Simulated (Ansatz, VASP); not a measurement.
## Os in VASP and in Ansatz

Contents of POSCAR:

```
Os
1.0
    0.0000000000      1.9998173407      1.8398319534
    1.9998173407      0.0000000000      1.8398319534
    1.9998173407      1.9998173407      0.0000000000
Os
1
Direct
    0.0000000000      0.0000000000      0.0000000000
```

Contents of INCAR.step1:

```
PREC = Accurate ; ENCUT = 520
ISMEAR = 0 ; SIGMA = 0.15
LREAL = F ; LASPH = T
NELM = 60 ; NBANDS = 10
GGA = PE ; ALGO = Normal
EDIFF = 1E-4 ; LWAVE = T
LCHARG = F
```

INCAR.step2

```
PREC = Accurate ; ENCUT = 520
EDIFF = 1E-6 ; ISMEAR = 0
SIGMA = 0.15 ; LREAL = F
LASPH = T ; NELM = 60
ALGO = Normal ; ISIF = 2
LWAVE = F ; LCHARG = T
METAGGA = R2SCAN ; LMIXTAU = T
LELF = T ; LVHAR = T
NBANDS = 10 ; ISTART = 1
```

The input KPOINTS:

```
Automatic mesh
0
Gamma
  24 24 24
```

Input for Ansatz:

```yaml
crystal:
  lattice:
    - [0.0, 1.9998173407, 1.8398319534]
    - [1.9998173407, 0.0, 1.8398319534]
    - [1.9998173407, 1.9998173407, 0.0]
  atoms:
    - { symbol: Os, position: [0.0, 0.0, 0.0] }
basis:
  ecutwfc: 500
kpoints:
  mp_grid: { grid: [24, 24, 24] }
hamiltonian:
  xc: r2scan
scf:
  occupations: { method: gaussian, width: 0.15 }
output:
  forces: true
  stress: true
  eigenvalues: true
  write_density: true
  write_potential: true
  elf: true
  volumetric_format: npy
```

Alike in both runs: task single point; functional r2SCAN; k mesh 24 × 24 × 24; occupations gaussian, width 0.15 eV; no spin polarisation.

|  | VASP | Ansatz |
| --- | --- | --- |
| version | VASP 6.6.1 | Ansatz 0.2.0 |
| potentials or method | VASP PAW PBE potentials, release 64 (Os), cutoff 520 eV | scalar-relativistic, plane waves, PAW |
| valence electrons in the cell | 8 | 16 |

```tsv
	VASP	Ansatz	Ansatz less VASP
gap on the k mesh at the Fermi level (eV)	none	none	-
pressure (GPa)	-15.2	-15.8	-0.59
traceless stress, the component that is largest in VASP (GPa)	18.67	18.83	+0.154
```

VASP's potentials were made for PBE, not for r2SCAN. A gap of «none» marks a metal or a gap that the smearing closes. VASP's potentials hold 8 valence electrons a cell and Ansatz's 16, so a difference there can come from the potentials and not from the codes.

Neither program's run includes spin-orbit coupling.
